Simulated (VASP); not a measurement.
# Al (Pm-3m) in VASP: further runs

Runs on Al. Level: PBEsol. Tasks: single point.

Everything below comes from runs of VASP 6.6.1. Logs are shortened: lines on timing, memory, paths and dates and some standing lists are left out, and cuts for length are marked.

## (1) The cell of the first run

It takes space group Pm-3m (No. 221, cubic). Conventional cell: a = 2.702 Å, b = 2.702 Å, c = 2.702 Å, α = 90.00°, β = 90.00°, γ = 90.00°. Al (site symmetry m-3m) has 6 Al at 2.70 Å within 3.6 Å.

## (2) Single point, PBEsol

File INCAR:

```
SYSTEM = Al
PREC = Accurate
ENCUT = 520
EDIFF = 1E-6
ISMEAR = 0
SIGMA = 0.1
LREAL = .False.
LASPH = .True.
NELM = 80
ALGO = Fast
ISIF = 2
LWAVE = .False.
LCHARG = .False.
GGA = PS
NBANDS = 22
```

File KPOINTS:

```
regular mesh
0
Gamma
  4 4 4
  0 0 0
```

File POSCAR:

```
Al
1.0
    5.4030063471      0.0000000000      0.0000000000
    0.0000000000      5.4030063471      0.0000000000
    0.0000000000      0.0000000000      5.4030063471
Al
8
Direct
    0.0000000000      0.0000000000      0.0000000000
    1.0000000000      1.0000000000      0.5000000000
    1.0000000000      0.5000000000      1.0000000000
    1.0000000000      0.5000000000      0.5000000000
    0.5000000000      1.0000000000      1.0000000000
    0.5000000000      1.0000000000      0.5000000000
    0.5000000000      0.5000000000      1.0000000000
    0.5000000000      0.5000000000      0.5000000000
```

Potentials or basis: VASP PAW PBE potentials, release 64 (Al).

Launch:

```bash
$ cat potpaw_PBE.64/Al/POTCAR > POTCAR
$ mpirun -np 1 vasp_std > vasp.out
```

OUTCAR:

```text
SYSTEM = Al
   PREC = Accurate
   ENCUT = 520
   EDIFF = 1E-6
   ISMEAR = 0
   LREAL = .False.
   LASPH = .True.
   NELM = 80
   ISIF = 2
   GGA = PS

 ion  position               nearest neighbor table
   1  0.000  0.000  0.000-   2 2.70   3 2.70   5 2.70   2 2.70   3 2.70   5 2.70
   2  0.000  0.000  0.500-   1 2.70   4 2.70   6 2.70   1 2.70   4 2.70   6 2.70
   3  0.000  0.500  0.000-   1 2.70   4 2.70   7 2.70   4 2.70   1 2.70   7 2.70
   4  0.000  0.500  0.500-   2 2.70   3 2.70   8 2.70   3 2.70   2 2.70   8 2.70
   5  0.500  0.000  0.000-   1 2.70   6 2.70   7 2.70   6 2.70   7 2.70   1 2.70
   6  0.500  0.000  0.500-   2 2.70   5 2.70   8 2.70   5 2.70   8 2.70   2 2.70
   7  0.500  0.500  0.000-   3 2.70   5 2.70   8 2.70   8 2.70   5 2.70   3 2.70
   8  0.500  0.500  0.500-   4 2.70   6 2.70   7 2.70   7 2.70   6 2.70   4 2.70

  LATTYP: Found a simple cubic cell.
 ALAT       =     5.4030063471

  Lattice vectors:

 A1 = (   5.4030063471,   0.0000000000,   0.0000000000)
 A2 = (   0.0000000000,   5.4030063471,   0.0000000000)
 A3 = (   0.0000000000,   0.0000000000,   5.4030063471)

Analysis of symmetry for initial positions (statically):
=====================================================================
 Subroutine PRICEL returns following result:

  LATTYP: Found a simple cubic cell.
 ALAT       =     2.7015031735

  Lattice vectors:

 A1 = (   2.7015031735,   0.0000000000,   0.0000000000)
 A2 = (   0.0000000000,   2.7015031735,   0.0000000000)
 A3 = (   0.0000000000,   0.0000000000,   2.7015031735)

   8 primitive cells build up your supercell.

 Routine SETGRP: Setting up the symmetry group for a
 simple cubic supercell.

 Subroutine GETGRP returns: Found 48 space group operations
 (whereof 48 operations were pure point group operations)
 out of a pool of 48 trial point group operations.

The static configuration has the point symmetry O_h .

Analysis of symmetry for dynamics (positions and initial velocities):
=====================================================================
 Subroutine PRICEL returns following result:

  LATTYP: Found a simple cubic cell.
 ALAT       =     2.7015031735

  Lattice vectors:

 A1 = (   2.7015031735,   0.0000000000,   0.0000000000)
 A2 = (   0.0000000000,   2.7015031735,   0.0000000000)
 A3 = (   0.0000000000,   0.0000000000,   2.7015031735)

   8 primitive cells build up your supercell.

 Routine SETGRP: Setting up the symmetry group for a
 simple cubic supercell.

 Subroutine GETGRP returns: Found 48 space group operations
 (whereof 48 operations were pure point group operations)
 out of a pool of 48 trial point group operations.

The dynamic configuration has the point symmetry O_h .

 Subroutine INISYM returns: Found 48 space group operations
 (whereof 48 operations are pure point group operations),
 and found     8 'primitive' translations

----------------------------------------------------------------------------------------

                                     Primitive cell

  volume of cell :      19.7159

  direct lattice vectors                    reciprocal lattice vectors
     2.701503174  0.000000000  0.000000000     0.370164288  0.000000000  0.000000000
     0.000000000  2.701503174  0.000000000     0.000000000  0.370164288  0.000000000
     0.000000000  0.000000000  2.701503174     0.000000000  0.000000000  0.370164288

  length of vectors
     2.701503174  2.701503174  2.701503174     0.370164288  0.370164288  0.370164288

  position of ions in fractional coordinates (direct lattice)
     0.000000000  0.000000000  0.000000000

  ion indices of the primitive-cell ions
   primitive index   ion index
                 1           1

----------------------------------------------------------------------------------------

 KPOINTS: regular mesh

Automatic generation of k-mesh.
 Grid dimensions read from file:
 generate k-points for:    4    4    4

 Generating k-lattice:

  Cartesian coordinates                     Fractional coordinates (reciprocal lattice)
     0.046270536  0.000000000  0.000000000     0.250000000  0.000000000  0.000000000
     0.000000000  0.046270536  0.000000000     0.000000000  0.250000000  0.000000000
     0.000000000  0.000000000  0.046270536     0.000000000  0.000000000  0.250000000

  Length of vectors
     0.046270536  0.046270536  0.046270536

  Shift w.r.t. Gamma in fractional coordinates (k-lattice)
     0.000000000  0.000000000  0.000000000

 Subroutine IBZKPT returns following result:
 ===========================================

 Found     10 irreducible k-points:

 Following reciprocal coordinates:
            Coordinates               Weight
  0.000000  0.000000  0.000000      1.000000
  0.250000  0.000000  0.000000      6.000000
  0.500000  0.000000  0.000000      3.000000
  0.250000  0.250000  0.000000     12.000000
  0.500000  0.250000  0.000000     12.000000
  0.500000  0.500000  0.000000      3.000000
  0.250000  0.250000  0.250000      8.000000
  0.500000  0.250000  0.250000     12.000000
  0.500000  0.500000  0.250000      6.000000
  0.500000  0.500000  0.500000      1.000000
   k-points           NKPTS =     10   k-points in BZ     NKDIM =     10   number of bands    NBANDS=     22
   number of dos      NEDOS =    301   number of ions     NIONS =      8
   total plane-waves  NPLWV =  64000
   dimension x,y,z NGX =    40 NGY =   40 NGZ =   40
   dimension x,y,z NGXF=    80 NGYF=   80 NGZF=   80
   ions per type =               8
   NGX,Y,Z   is equivalent  to a cutoff of  12.31, 12.31, 12.31 a.u.
   NGXF,Y,Z  is equivalent  to a cutoff of  24.62, 24.62, 24.62 a.u.
 SYSTEM =  Al
   PREC   = accura    normal or accurate (medium, high low for compatibility)
   ISTART =      0    job   : 0-new  1-cont  2-samecut
   ICHARG =      2    charge: 1-file 2-atom 10-const
   ISPIN  =      1    spin polarized calculation?
   LNONCOLLINEAR =      F non collinear calculations
   LSORBIT =      F    spin-orbit coupling
   LASPH  =      T    aspherical Exc in radial PAW
   ENCUT  =  520.0 eV  38.22 Ry    6.18 a.u.  10.05 10.05 10.05*2*pi/ulx,y,z
   NELM   =     80;   NELMIN=  2; NELMDL= -5     # of ELM steps
   EDIFF  = 0.1E-05   stopping-criterion for ELM
   LREAL  =      F    real-space projection
   EDIFFG = 0.1E-04   stopping-criterion for IOM
   NSW    =      0    number of steps for IOM
   IBRION =     -1    ionic relax: 0-MD 1-quasi-New 2-CG
   NFREE  =      0    steps in history (QN), initial steepest desc. (CG)
   ISIF   =      2    stress and relaxation
   ISYM   =      2    0-nonsym 1-usesym 2-fastsym
   POTIM  = 0.5000    time-step for ionic-motion
   TEBEG  =    0.0;   TEEND  =   0.0 temperature during run
   PSTRESS=    0.0 pullay stress
   NELECT =      24.0000    total number of electrons
   NUPDOWN=      -1.0000    fix difference up-down
   EMIN   =  10.00;   EMAX   =-10.00  energy-range for DOS
   EFERMI =   0.00;   METHOD = LEGACY
   ISMEAR =     0;   SIGMA  =   0.10  broadening in eV -4-tet -1-fermi 0-gaus
   EFERMI_NEDOS =   21; number of points for ismear=-14 and -15
   IALGO  =     68    algorithm
   IMIX   =      4    mixing-type and parameters
     AMIX     =   0.40;   BMIX     =  1.00
     AMIX_MAG =   1.60;   BMIX_MAG =  1.00
  volume/ion in A,a.u.               =      19.72       133.05
  Fermi-wavevector in a.u.,A,eV,Ry     =   0.873997  1.651614 10.393084  0.763870
  Thomas-Fermi vector in A             =   1.993466
   LORBIT       =      0    0 simple, 1 ext, 2 COOP (PROOUT), +10 PAW based schemes
   GGA     = PS    functional components
   LHFCALC =     F    Hartree Fock is set to
   AEXX    =    0.0000 exact exchange contribution
   IVDW    =     0    specifies the selected vdW correction
   LEPSILON=     F    determine dielectric tensor
   LRPA    =     F    only Hartree local field effects (RPA)
 non-spin polarized calculation
 RMM-DIIS sequential band-by-band and
 Gauss-broadening in eV      SIGMA  =   0.10
  energy-cutoff  :      520.00
  volume of cell :      157.73
 maximum number of plane-waves:      4272
   NGX = 21   NGY = 21   NGZ = 21

 number of electron      24.0000000 magnetization

 Free energy of the ion-electron system (eV)
  ---------------------------------------------------
  ext. energy  EPLUGINS =         0.00000000
  ---------------------------------------------------
  free energy    TOTEN  =       -29.67267077 eV

  energy without entropy =      -29.65657093  energy(sigma->0) =      -29.66462085

 E-fermi :   5.8260     XC(G=0):  -9.5700

 val. band max:        5.8180256978   @ k =   0.2500   0.2500   0.0000
 cond. band min:       5.8947469695   @ k =   0.2500   0.0000   0.0000
 fundamental gap:      0.0767212717
 Fermi energy:         5.8260162033

 k-point     1 :       0.0000    0.0000    0.0000
  band No.  band energies     occupation
      1      -3.8796      2.00000
      2       0.5683      2.00000
      3       0.5683      2.00000
      4       0.5683      2.00000
      5       1.6153      2.00000
      6       1.6153      2.00000
[... 14 lines left out ...]
     21       8.7408      0.00000
     22       8.7408      0.00000

 k-point     2 :       0.2500    0.0000    0.0000
  band No.  band energies     occupation
      1      -3.5665      2.00000
      2      -1.1073      2.00000
      3       0.8808      2.00000
      4       0.8808      2.00000
      5       1.9046      2.00000
      6       1.9046      2.00000
[... 14 lines left out ...]
     21       9.6549      0.00000
     22       9.6549      0.00000

 k-point     3 :       0.5000    0.0000    0.0000
  band No.  band energies     occupation
      1      -2.6335      2.00000
      2      -2.6335      2.00000
      3       1.8106      2.00000
      4       1.8106      2.00000
      5       1.8106      2.00000
      6       1.8106      2.00000
[... 14 lines left out ...]
     21      11.0087      0.00000
     22      11.0087      0.00000

 k-point     4 :       0.2500    0.2500    0.0000
  band No.  band energies     occupation
      1      -3.2538      2.00000
      2      -0.7986      2.00000
      3      -0.7986      2.00000
      4       1.1920      2.00000
      5       1.6247      2.00000
      6       2.1936      2.00000
[... 14 lines left out ...]
     21       9.9462      0.00000
     22      10.3884      0.00000

 k-point     5 :       0.5000    0.2500    0.0000
  band No.  band energies     occupation
      1      -2.3224      2.00000
      2      -2.3224      2.00000
      3       0.1210      2.00000
      4       0.1210      2.00000
      5       2.1177      2.00000
      6       2.1177      2.00000
[... 14 lines left out ...]
     21      10.7996      0.00000
     22      10.7996      0.00000

 k-point     6 :       0.5000    0.5000    0.0000
  band No.  band energies     occupation
      1      -1.3957      2.00000
      2      -1.3957      2.00000
      3      -1.3957      2.00000
      4      -1.3957      2.00000
      5       3.0303      2.00000
      6       3.0303      2.00000
[... 14 lines left out ...]
     21      10.8917      0.00000
     22      10.8917      0.00000

 k-point     7 :       0.2500    0.2500    0.2500
  band No.  band energies     occupation
      1      -2.9418      2.00000
      2      -0.4906      2.00000
      3      -0.4906      2.00000
      4      -0.4906      2.00000
      5       1.9261      2.00000
      6       1.9261      2.00000
[... 14 lines left out ...]
     21      10.6604      0.00000
     22      11.1976      0.00000

 k-point     8 :       0.5000    0.2500    0.2500
  band No.  band energies     occupation
      1      -2.0120      2.00000
      2      -2.0120      2.00000
      3       0.4266      2.00000
      4       0.4266      2.00000
      5       0.4266      2.00000
      6       0.4266      2.00000
[... 14 lines left out ...]
     21       9.9588      0.00000
     22       9.9588      0.00000

 k-point     9 :       0.5000    0.5000    0.2500
  band No.  band energies     occupation
      1      -1.0871      2.00000
      2      -1.0871      2.00000
      3      -1.0871      2.00000
      4      -1.0871      2.00000
      5       1.3364      2.00000
      6       1.3364      2.00000
[... 14 lines left out ...]
     21       9.8948      0.00000
     22       9.8948      0.00000

 k-point    10 :       0.5000    0.5000    0.5000
  band No.  band energies     occupation
      1      -0.1678      2.00000
      2      -0.1678      2.00000
      3      -0.1678      2.00000
      4      -0.1678      2.00000
      5      -0.1678      2.00000
      6      -0.1678      2.00000
[... 14 lines left out ...]
     21       8.6257      0.00000
     22       8.6257      0.00000

------------------------ aborting loop because EDIFF is reached ----------------------------------------

  FORCE on cell =-STRESS in cart. coord.  units (eV):
  Direction    XX          YY          ZZ          XY          YZ          ZX
  --------------------------------------------------------------------------------------
  -------------------------------------------------------------------------------------
  Total       -0.3520805     -0.3520805     -0.3520805      0.0000000      0.0000000     -0.0000000
  in kB       -3.5763999     -3.5763999     -3.5763999      0.0000000      0.0000000     -0.0000000
  external PRESSURE =      -3.5763999 kB  Pullay stress =       0.0000000 kB

 VOLUME and BASIS-vectors are now :
 -----------------------------------------------------------------------------
  energy-cutoff  :      520.00
  volume of cell :      157.73
      direct lattice vectors                 reciprocal lattice vectors
     5.403006347  0.000000000  0.000000000     0.185082144  0.000000000  0.000000000
     0.000000000  5.403006347  0.000000000     0.000000000  0.185082144  0.000000000
     0.000000000  0.000000000  5.403006347     0.000000000  0.000000000  0.185082144

 POSITION                                       TOTAL-FORCE (eV/Angst)
 -----------------------------------------------------------------------------------
      0.00000      0.00000      0.00000        -0.000000      0.000000     -0.000000
      0.00000      0.00000      2.70150         0.000000     -0.000000      0.000000
      0.00000      2.70150      0.00000         0.000000     -0.000000      0.000000
      0.00000      2.70150      2.70150         0.000000      0.000000      0.000000
      2.70150      0.00000      0.00000        -0.000000     -0.000000     -0.000000
      2.70150      0.00000      2.70150        -0.000000     -0.000000      0.000000
      2.70150      2.70150      0.00000        -0.000000     -0.000000     -0.000000
      2.70150      2.70150      2.70150        -0.000000      0.000000     -0.000000
 -----------------------------------------------------------------------------------
    total drift:                               -0.000000     -0.000000      0.000000

  FREE ENERGIE OF THE ION-ELECTRON SYSTEM (eV)
  ---------------------------------------------------
  free  energy   TOTEN  =       -29.6726707679 eV

  energy  without entropy=      -29.6565709290  energy(sigma->0) =      -29.66462085
```

Run time: 37 s. Hardware: 1 thread of AMD EPYC 7R13, shared host; peak memory 0.2 GiB.

What came out:

```
Free energy            : -29.6727 eV
Pressure               : -0.4 GPa
Band gap on the k mesh : zero (band 12 reaches 8.63 eV, above the bottom of band 13 at 5.25 eV)
```

Caveat: the PAW data sets were made with another functional, which shifts forces and pressure a little.

## (3) Single point, PBEsol

This run uses another cell than the first one: it holds 1 atom, not 8.

File INCAR:

```
  PREC = Accurate
  ENCUT = 520
  EDIFF = 1E-7
  ISMEAR = 0
  SIGMA = 0.1
  LREAL = False
  LASPH = True
  NELM = 80
  ALGO = Normal
  ISIF = 2
  LWAVE = False
  LCHARG = True
  GGA = PS
  LELF = True
  LVHAR = True
  NBANDS = 8
```

File KPOINTS:

```
regular mesh
0
Gamma
  20 20 20
```

File POSCAR:

```
Al
1.0
    2.7015031736      0.0000000000      0.0000000000
    0.0000000000      2.7015031736      0.0000000000
    0.0000000000      0.0000000000      2.7015031736
Al
1
Direct
    0.0000000000      0.0000000000      0.0000000000
```

Potentials or basis: VASP PAW PBE potentials, release 64 (Al).

Launch:

```bash
$ cat potpaw_PBE.64/Al/POTCAR > POTCAR
$ mpirun -np 1 vasp_std > vasp.out
```

It took 31 s on 1 thread of AMD EPYC 7R13, shared host; peak memory 0.12 GiB.

Results (log left out):

- Free energy: -3.6900 eV
- Pressure: 0.1 GPa

Levels at points of the mesh, in eV from the Fermi level:
```
           k point  band 1  band 2  band 3  band 4  band 5  band 6  band 7
(0.00, 0.00, 0.00)   -9.67    8.05    8.05    9.29    9.29    9.29   15.60
(0.50, 0.00, 0.00)   -5.22   -4.17   10.66   12.90   12.90   14.32   14.32
(0.50, 0.50, 0.00)   -0.54   -0.54   -0.18    2.13   16.57   16.97   16.97
(0.50, 0.50, 0.50)    2.96    2.96    2.96    5.59    5.59    5.59    7.22
```

Caveat: the PAW data sets were made with another functional, which shifts forces and pressure a little.

(Part 1 of 2 ends here.)
